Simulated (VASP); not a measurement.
The system is W.

```xyz
1
Lattice="-1.5862 1.5862 1.5862 1.5862 -1.5862 1.5862 1.5862 1.5862 -1.5862" Properties=species:S:1:pos:R:3 pbc="T T T"
W     0.0000    0.0000    0.0000
```

```yaml
Program: VASP 6.6.1
Task: relaxation of cell and atoms
Functional: PBEsol
Potentials_or_basis: VASP PAW PBE potentials, release 64 (W_sv)
Cutoff: 600 eV
k_mesh: 18 × 18 × 18
Occupations: gaussian, width 0.1 eV
Spin: no spin polarisation
```

At the start: pressure -4.8 GPa; volume 15.96 Å³/atom.

Problem. Where does the relaxation end?

Solution. Over 4 steps the energy falls by 3.6 meV/atom and the volume is 15.73 Å³/atom (-1.5 %); space group Im-3m (No. 229, to 0.05 Å).

Step by step:
```
step  energy change (eV)  largest force (eV/Å)  pressure (GPa)  volume (Å³)
   1              0.0000                0.0000           -4.75        15.96
   2              0.0461                0.0000           20.01        14.89
   3             -0.0036                0.0000           -0.13        15.73
   4             -0.0036                0.0000            0.00        15.73
```

Final structure:
```
W
1.0
    -1.57830    1.57830    1.57830
     1.57830   -1.57830    1.57830
     1.57830    1.57830   -1.57830
W
1
Cartesian
  0.0000 0.0000 0.0000
```

Caveat: the PAW data sets were made with another functional, which shifts forces and pressure a little.
